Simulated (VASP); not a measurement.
# Ru (Pm-3n) in VASP: a series of runs, part 2 of 2

VASP 6.6.1. The steps go on from the part before.

## Step 3: Single point, BLYP

INCAR

```
PREC = Accurate ; ENCUT = 520
EDIFF = 1E-6 ; ISMEAR = -1
SIGMA = 0.1 ; LREAL = F
LASPH = T ; NELM = 60
ALGO = Normal ; ISIF = 2
LWAVE = F ; LCHARG = T
GGA = B5 ; ALDAX = 1.0
AGGAX = 1.0 ; AGGAC = 1.0
ALDAC = 0.0 ; LELF = T
LVHAR = T ; NBANDS = 66
```

KPOINTS

```
regular mesh
0
Gamma
  7 7 7
```

POSCAR

```
Ru
1.0
    4.9234220624      0.0000000000      0.0000000000
    0.0000000000      4.9234220624      0.0000000000
    0.0000000000      0.0000000000      4.9234220624
Ru
8
Direct
    0.0000000000      0.0000000000      1.0000000000
    0.5000000000      0.5000000000      0.5000000000
    0.2500000000      0.0000000000      0.5000000000
    0.7500000000      0.0000000000      0.5000000000
    0.5000000000      0.2500000000      0.0000000000
    0.5000000000      0.7500000000      0.0000000000
    1.0000000000      0.5000000000      0.2500000000
    1.0000000000      0.5000000000      0.7500000000
```

Potentials or basis: VASP PAW PBE potentials, release 64 (Ru_pv).

Started as:

```console
> cat potpaw_PBE.64/Ru_pv/POTCAR > POTCAR
> mpirun -np 1 vasp_std > vasp.out
```

OUTCAR:

```text
PREC = Accurate
   ENCUT = 520
   EDIFF = 1E-6
   ISMEAR = -1
   LREAL = F
   LASPH = T
   NELM = 60
   ISIF = 2
   GGA = B5

 ion  position               nearest neighbor table
   1  0.000  0.000  0.000-   3 2.75   4 2.75   5 2.75   6 2.75   7 2.75   8 2.75   3 2.75   4 2.75
                             7 2.75   8 2.75   5 2.75   6 2.75
   2  0.500  0.500  0.500-   3 2.75   4 2.75   5 2.75   6 2.75   7 2.75   8 2.75   5 2.75   6 2.75
                             3 2.75   4 2.75   7 2.75   8 2.75
   3  0.250  0.000  0.500-   4 2.46   4 2.46   1 2.75   1 2.75   2 2.75   2 2.75   8 3.01   5 3.01
                             5 3.01   6 3.01   6 3.01   7 3.01   8 3.01   7 3.01
   4  0.750  0.000  0.500-   3 2.46   3 2.46   1 2.75   1 2.75   2 2.75   2 2.75   8 3.01   5 3.01
                             5 3.01   6 3.01   6 3.01   7 3.01   8 3.01   7 3.01
   5  0.500  0.250  0.000-   6 2.46   6 2.46   1 2.75   2 2.75   2 2.75   1 2.75   8 3.01   4 3.01
                             3 3.01   4 3.01   3 3.01   7 3.01   7 3.01   8 3.01
   6  0.500  0.750  0.000-   5 2.46   5 2.46   1 2.75   2 2.75   2 2.75   1 2.75   8 3.01   4 3.01
                             3 3.01   4 3.01   3 3.01   7 3.01   7 3.01   8 3.01
   7  0.000  0.500  0.250-   8 2.46   8 2.46   1 2.75   2 2.75   1 2.75   2 2.75   3 3.01   4 3.01
                             5 3.01   3 3.01   4 3.01   6 3.01   5 3.01   6 3.01
   8  0.000  0.500  0.750-   7 2.46   7 2.46   1 2.75   2 2.75   1 2.75   2 2.75   3 3.01   4 3.01
                             5 3.01   3 3.01   4 3.01   6 3.01   5 3.01   6 3.01

  LATTYP: Found a simple cubic cell.
 ALAT       =     4.9234220624

  Lattice vectors:

 A1 = (   4.9234220624,   0.0000000000,   0.0000000000)
 A2 = (   0.0000000000,   4.9234220624,   0.0000000000)
 A3 = (   0.0000000000,   0.0000000000,   4.9234220624)

Analysis of symmetry for initial positions (statically):
=====================================================================
 Subroutine PRICEL returns:
 Original cell was already a primitive cell.

 Routine SETGRP: Setting up the symmetry group for a
 simple cubic supercell.

 Subroutine GETGRP returns: Found 48 space group operations
 (whereof 24 operations were pure point group operations)
 out of a pool of 48 trial point group operations.

The static configuration has the point symmetry T_h .
 The point group associated with its full space group is O_h .

Analysis of symmetry for dynamics (positions and initial velocities):
=====================================================================
 Subroutine PRICEL returns:
 Original cell was already a primitive cell.

 Routine SETGRP: Setting up the symmetry group for a
 simple cubic supercell.

 Subroutine GETGRP returns: Found 48 space group operations
 (whereof 24 operations were pure point group operations)
 out of a pool of 48 trial point group operations.

The dynamic configuration has the point symmetry T_h .
 The point group associated with its full space group is O_h .

 Subroutine INISYM returns: Found 48 space group operations
 (whereof 24 operations are pure point group operations),
 and found     1 'primitive' translations

----------------------------------------------------------------------------------------

                                     Primitive cell

  volume of cell :     119.3442

  direct lattice vectors                    reciprocal lattice vectors
     4.923422062  0.000000000  0.000000000     0.203110761  0.000000000  0.000000000
     0.000000000  4.923422062  0.000000000     0.000000000  0.203110761  0.000000000
     0.000000000  0.000000000  4.923422062     0.000000000  0.000000000  0.203110761

  length of vectors
[... 74 lines left out ...]
   dimension x,y,z NGX =    40 NGY =   40 NGZ =   40
   dimension x,y,z NGXF=    80 NGYF=   80 NGZF=   80
   ions per type =               8
   NGX,Y,Z   is equivalent  to a cutoff of  13.51, 13.51, 13.51 a.u.
   NGXF,Y,Z  is equivalent  to a cutoff of  27.01, 27.01, 27.01 a.u.
 SYSTEM =  unknown system
   PREC   = accura    normal or accurate (medium, high low for compatibility)
   ISTART =      0    job   : 0-new  1-cont  2-samecut
   ICHARG =      2    charge: 1-file 2-atom 10-const
   ISPIN  =      1    spin polarized calculation?
   LNONCOLLINEAR =      F non collinear calculations
   LSORBIT =      F    spin-orbit coupling
   LASPH  =      T    aspherical Exc in radial PAW
   ENCUT  =  520.0 eV  38.22 Ry    6.18 a.u.   9.15  9.15  9.15*2*pi/ulx,y,z
   NELM   =     60;   NELMIN=  2; NELMDL= -5     # of ELM steps
   EDIFF  = 0.1E-05   stopping-criterion for ELM
   LREAL  =      F    real-space projection
   EDIFFG = 0.1E-04   stopping-criterion for IOM
   NSW    =      0    number of steps for IOM
   IBRION =     -1    ionic relax: 0-MD 1-quasi-New 2-CG
   NFREE  =      0    steps in history (QN), initial steepest desc. (CG)
   ISIF   =      2    stress and relaxation
   ISYM   =      2    0-nonsym 1-usesym 2-fastsym
   POTIM  = 0.5000    time-step for ionic-motion
   TEBEG  =    0.0;   TEEND  =   0.0 temperature during run
   PSTRESS=    0.0 pullay stress
   NELECT =     112.0000    total number of electrons
   NUPDOWN=      -1.0000    fix difference up-down
   EMIN   =  10.00;   EMAX   =-10.00  energy-range for DOS
   EFERMI =   0.00;   METHOD = LEGACY
   ISMEAR =    -1;   SIGMA  =   0.10  broadening in eV -4-tet -1-fermi 0-gaus
   EFERMI_NEDOS =   21; number of points for ismear=-14 and -15
   IALGO  =     38    algorithm
   IMIX   =      4    mixing-type and parameters
     AMIX     =   0.40;   BMIX     =  1.00
     AMIX_MAG =   1.60;   BMIX_MAG =  1.00
  volume/ion in A,a.u.               =      14.92       100.67
  Fermi-wavevector in a.u.,A,eV,Ry     =   1.602804  3.028861 34.953107  2.568981
  Thomas-Fermi vector in A             =   2.699567
   LORBIT       =      0    0 simple, 1 ext, 2 COOP (PROOUT), +10 PAW based schemes
   GGA     = B5    functional components
   LHFCALC =     F    Hartree Fock is set to
   AEXX    =    0.0000 exact exchange contribution
   IVDW    =     0    specifies the selected vdW correction
   LEPSILON=     F    determine dielectric tensor
   LRPA    =     F    only Hartree local field effects (RPA)
 non-spin polarized calculation
  energy-cutoff  :      520.00
  volume of cell :      119.34
 maximum number of plane-waves:      3237
 NGX is ok and might be reduce to    40
   NGX = 19   NGY = 19   NGZ = 19

 number of electron     111.9999979 magnetization

 Free energy of the ion-electron system (eV)
  ---------------------------------------------------
  ext. energy  EPLUGINS =         0.00000000
  ---------------------------------------------------
  free energy    TOTEN  =       -60.77618555 eV

  energy without entropy =      -60.38392094  energy(sigma->0) =      -60.58005324

 E-fermi :  11.8556     XC(G=0): -12.8692

 val. band max:       11.8512540173   @ k =   0.4286   0.1429   0.0000
 cond. band min:      11.8689498708   @ k =   0.4286   0.2857   0.2857
 fundamental gap:      0.0176958535
 Fermi energy:        11.8556404807

 k-point     1 :       0.0000    0.0000    0.0000
  band No.  band energies     occupation
      1     -31.7700      2.00000
      2     -31.7700      2.00000
      3     -31.6808      2.00000
      4     -31.2013      2.00000
      5     -31.2013      2.00000
      6     -31.2013      2.00000
[... 1369 lines left out ...]
     65      12.8826      0.00007
     66      13.4848      0.00000

------------------------ aborting loop because EDIFF is reached ----------------------------------------

  FORCE on cell =-STRESS in cart. coord.  units (eV):
  Direction    XX          YY          ZZ          XY          YZ          ZX
  --------------------------------------------------------------------------------------
  -------------------------------------------------------------------------------------
  Total        0.3325492      0.3325492      0.3325492     -0.0000000      0.0000000     -0.0000000
  in kB        4.4644220      4.4644220      4.4644220     -0.0000000      0.0000000     -0.0000000
  external PRESSURE =       4.4644220 kB  Pullay stress =       0.0000000 kB

 VOLUME and BASIS-vectors are now :
 -----------------------------------------------------------------------------
  energy-cutoff  :      520.00
  volume of cell :      119.34
      direct lattice vectors                 reciprocal lattice vectors
     4.923422062  0.000000000  0.000000000     0.203110761  0.000000000  0.000000000
     0.000000000  4.923422062  0.000000000     0.000000000  0.203110761  0.000000000
     0.000000000  0.000000000  4.923422062     0.000000000  0.000000000  0.203110761

 POSITION                                       TOTAL-FORCE (eV/Angst)
 -----------------------------------------------------------------------------------
      0.00000      0.00000      0.00000        -0.000000     -0.000000      0.000000
      2.46171      2.46171      2.46171        -0.000000     -0.000000      0.000000
      1.23086      0.00000      2.46171         0.000000      0.000000     -0.000000
      3.69257      0.00000      2.46171        -0.000000     -0.000000      0.000000
      2.46171      1.23086      0.00000        -0.000000     -0.000000      0.000000
      2.46171      3.69257      0.00000        -0.000000     -0.000000     -0.000000
      0.00000      2.46171      1.23086        -0.000000      0.000000      0.000000
      0.00000      2.46171      3.69257         0.000000     -0.000000      0.000000
 -----------------------------------------------------------------------------------
    total drift:                               -0.000000     -0.000000      0.000000

  FREE ENERGIE OF THE ION-ELECTRON SYSTEM (eV)
  ---------------------------------------------------
  free  energy   TOTEN  =       -60.7761855482 eV

  energy  without entropy=      -60.3839209388  energy(sigma->0) =      -60.58005324
```

Run time: 3.6 min. Hardware: 1 thread of Intel Xeon 6975P-C, shared host; peak memory 0.29 GiB.

What came out:

| Quantity | Value |
| --- | --- |
| Free energy | -60.7762 eV |
| Pressure | 0.4 GPa |
| Band gap on the k mesh | zero (band 56 reaches 12.07 eV, above the bottom of band 57 at 11.64 eV) |

Levels at points of the mesh, in eV from the Fermi level:
| k point | band 54 | band 55 | band 56 | band 57 | band 58 | band 59 |
| --- | --- | --- | --- | --- | --- | --- |
| (0.00, 0.00, 0.00) | -0.59 | -0.59 | -0.21 | -0.21 | 0.25 | 0.25 |

Caveat: the PAW data sets were made with another functional, which shifts forces and pressure a little.

## Step 4: Relaxation of cell and atoms, BLYP

This run uses another cell than the first one, of 13.55 Å³/atom, 0.909 times its volume.

INCAR

```
PREC = Accurate ; ENCUT = 600
EDIFF = 1E-7 ; ISMEAR = -1
SIGMA = 0.1 ; LREAL = False
LASPH = True ; NELM = 80
ALGO = Normal ; ISIF = 3
LWAVE = False ; LCHARG = False
GGA = B5 ; ALDAX = 1.0
AGGAX = 1.0 ; AGGAC = 1.0
ALDAC = 0.0 ; IBRION = 2
NSW = 80 ; EDIFFG = -0.01
LUSENCCL = False
```

KPOINTS

```
Automatic mesh
0
Gamma
  6 6 6
```

POSCAR

```
Ru
1.0
    4.7686371176      0.0000000000      0.0000000000
    0.0000000000      4.7686371176      0.0000000000
    0.0000000000      0.0000000000      4.7686371176
Ru
8
Direct
    0.0000000000      0.0000000000      0.0000000000
    0.5000000000      0.5000000000      0.5000000000
    0.2500000000      0.0000000000      0.5000000000
    0.7500000000      0.0000000000      0.5000000000
    0.5000000000      0.2500000000      0.0000000000
    0.5000000000      0.7500000000      0.0000000000
    0.0000000000      0.5000000000      0.2500000000
    0.0000000000      0.5000000000      0.7500000000
```

Started as:

```console
> cat potpaw_PBE.64/Ru_pv/POTCAR > POTCAR
> mpirun -np 1 vasp_std > vasp.out
```

It took 12 min on 1 × NVIDIA H100 80GB with 1 thread of Intel Xeon Platinum 8481C at 2.70GHz (Sapphire Rapids), shared host; peak memory 1.4 GiB.

The run converged. Its results:

```
Free energy                            : -60.6938 eV
Relaxed volume                         : 14.95 Å³/atom
Relaxed cell                           : a = 4.927 Å, b = 4.927 Å, c = 4.927 Å, α = 90.00°, β = 90.00°, γ = 90.00°
Space group after relaxing (to 0.05 Å) : Pm-3n (No. 223)
Energy gained by relaxing              : 121.4 meV/atom
Ionic steps                            : 7
Pressure after relaxing                : 0.1 GPa
Band gap on the k mesh                 : zero (band 56 reaches 12.35 eV, above the bottom of band 57 at 11.61 eV)
```

The path:
```tsv
step	energy change (eV)	largest force (eV/Å)	pressure (GPa)	volume (Å³)
1	0.0000	0.0000	30.60	108.44
2	3.6079	0.0000	-32.51	154.35
3	-0.9621	0.0000	-2.40	120.84
4	-0.9710	0.0000	-0.37	119.81
5	-0.9712	0.0000	0.11	119.58
6	-0.9712	0.0000	0.11	119.58
7	-0.9712	0.0000	0.11	119.58
```

Final structure:
```yaml
crystal:
  lattice:
    - [4.92666, 0.00000, 0.00000]
    - [0.00000, 4.92666, 0.00000]
    - [0.00000, 0.00000, 4.92666]
  atoms:
    - { symbol: Ru, position: [0.00000, 0.00000, 0.00000] }
    - { symbol: Ru, position: [0.50000, 0.50000, 0.50000] }
    - { symbol: Ru, position: [0.25000, 0.00000, 0.50000] }
    - { symbol: Ru, position: [0.75000, 0.00000, 0.50000] }
    - { symbol: Ru, position: [0.50000, 0.25000, 0.00000] }
    - { symbol: Ru, position: [0.50000, 0.75000, 0.00000] }
    - { symbol: Ru, position: [0.00000, 0.50000, 0.25000] }
    - { symbol: Ru, position: [0.00000, 0.50000, 0.75000] }
```

Levels at points of the mesh, in eV from the Fermi level:
| k point | band 54 | band 55 | band 56 | band 57 | band 58 | band 59 |
| --- | --- | --- | --- | --- | --- | --- |
| (0.00, 0.00, 0.00) | -0.58 | -0.58 | -0.21 | -0.21 | 0.25 | 0.25 |
| (0.50, 0.00, 0.00) | -0.94 | -0.25 | -0.25 | 0.33 | 0.33 | 0.46 |
| (0.50, 0.50, 0.00) | -0.22 | -0.21 | 0.01 | 0.01 | 0.01 | 0.50 |
| (0.50, 0.50, 0.50) | -0.89 | 0.53 | 0.53 | 0.53 | 0.53 | 0.53 |

Caveat: the PAW data sets were made with another functional, which shifts forces and pressure a little.

## Step 5: Overview

| task | cell | k mesh | cutoff (eV) | gap on the mesh (eV) | pressure (GPa) |
| --- | --- | --- | --- | --- | --- |
| single point | a = 4.923 Å, 8 atoms | 6 × 6 × 6 | 520 | none | 0.6 |
| single point | a = 4.923 Å, 8 atoms | 7 × 7 × 7 | 520 | none | 0.4 |
| relaxation of cell and atoms | relaxed from a = 4.769 Å, 8 atoms | 6 × 6 × 6 | 600 | none | 0.1 |

Alike in all rows: level BLYP; potentials or basis VASP PAW PBE potentials, release 64 (Ru_pv); no spin polarisation; smearing fermi-dirac 0.1 eV.

Caveats: the PAW data sets were made with another functional, which shifts forces and pressure a little.

Total energies depend on the potentials used, so only differences within one code and one set of settings carry meaning.
